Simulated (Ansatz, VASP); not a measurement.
**One calculation of KB2Rh2, two programs**

```
CELL_PARAMETERS angstrom
0.00000 3.86548 0.00000
3.86548 0.00000 0.00000
1.93274 1.93274 -5.55385
ATOMIC_POSITIONS crystal
Rh 0.75000 0.25000 0.50000
Rh 0.25000 0.75000 0.50000
K 0.00000 0.00000 0.00000
B 0.31900 0.31900 0.36200
B 0.68100 0.68100 0.63800
```

Alike in both runs: task single point; functional r2SCAN; k mesh 9 × 9 × 9; no spin polarisation.

```csv
,VASP,Ansatz
version,VASP 6.6.1,Ansatz 0.2.0
potentials or method,"VASP PAW PBE potentials, release 64 (Rh_pv, K_sv, B), cutoff 520 eV",PAW plane waves
occupations,"fermi-dirac, width 0.1 eV",fermi-dirac
valence electrons in the cell,45,49
```

Ansatz gave:

```
pressure (GPa)                                                : 1.9
traceless stress, the component that is largest in VASP (GPa) : 0.57
rms of the force components (eV/Å)                            : 0.265
```

Task: What did VASP give for the same quantities?

Result: Pressure (GPa): 2.1; traceless stress, the component that is largest in VASP (GPa): 0.46; rms of the force components (eV/Å): 0.254.

VASP's potentials were made for PBE, not for r2SCAN. Atom by atom the forces differ by 0.011 eV/Å (rms over components). VASP's potentials hold 45 valence electrons a cell and Ansatz's 49, so a difference there can come from the potentials and not from the codes.
